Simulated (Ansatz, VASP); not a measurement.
# SiNi in VASP and in Ansatz

Contents of INCAR:

```
PREC = Accurate
ENCUT = 520
EDIFF = 1E-6
ISMEAR = 0
SIGMA = 0.1
LREAL = F
LASPH = T
NELM = 100
ALGO = Normal
ISIF = 2
LWAVE = F
LCHARG = F
GGA = PE
NBANDS = 22
```

The input KPOINTS:

```
Automatic mesh
0
Gamma
  6 6 4
```

POSCAR

```
SiNi
1.0
    3.0266200000      0.0000000000      0.0000000000
    0.0000000000      3.2735000000      0.0000000000
    0.0000000000      0.0000000000      4.6977600000
Si Ni
2 2
Direct
    0.5000000000      0.5000000000      0.8423000000
    0.0000000000      0.0000000000      0.1577000000
    0.5000000000      0.5000000000      0.3442200000
    0.0000000000      0.0000000000      0.6557800000
```

Input for Ansatz:

```yaml
crystal:
  lattice:
    - [3.02662, 0.0, 0.0]
    - [0.0, 3.2735, 0.0]
    - [0.0, 0.0, 4.69776]
  atoms:
    - { symbol: Si, position: [0.5, 0.5, 0.8423] }
    - { symbol: Si, position: [0.0, 0.0, 0.1577] }
    - { symbol: Ni, position: [0.5, 0.5, 0.34422] }
    - { symbol: Ni, position: [0.0, 0.0, 0.65578] }
basis:
  ecutwfc: 420
kpoints:
  mp_grid: { grid: [6, 6, 4] }
hamiltonian:
  xc: pbe
scf:
  occupations: { method: gaussian, width: 0.1 }
output:
  forces: true
  stress: true
  eigenvalues: true
```

Alike in both runs: task single point; functional PBE; k mesh 6 × 6 × 4; occupations gaussian, width 0.1 eV; no spin polarisation.

|  | VASP | Ansatz |
| --- | --- | --- |
| version | VASP 6.6.1 | Ansatz 0.2.0 |
| potentials or method | VASP PAW PBE potentials, release 64 (Si, Ni), cutoff 520 eV | scalar-relativistic, plane waves, PAW |
| valence electrons in the cell | 28 | 44 |

Ansatz gave:

```
gap on the k mesh at the Fermi level (eV)                     : none
pressure (GPa)                                                : 0.9
traceless stress, the component that is largest in VASP (GPa) : -1.20
rms of the force components (eV/Å)                            : 0.075
```

What did VASP give for the same quantities?

gap on the k mesh at the Fermi level (eV): none; pressure (GPa): 1.0; traceless stress, the component that is largest in VASP (GPa): -1.35; rms of the force components (eV/Å): 0.073.

Atom by atom the forces differ by 0.002 eV/Å (rms over components). A gap of «none» marks a metal or a gap that the smearing closes. The functional is the same, so the differences come from potentials, cutoffs and numerics. VASP's potentials hold 28 valence electrons a cell and Ansatz's 44, so a difference there can come from the potentials and not from the codes.
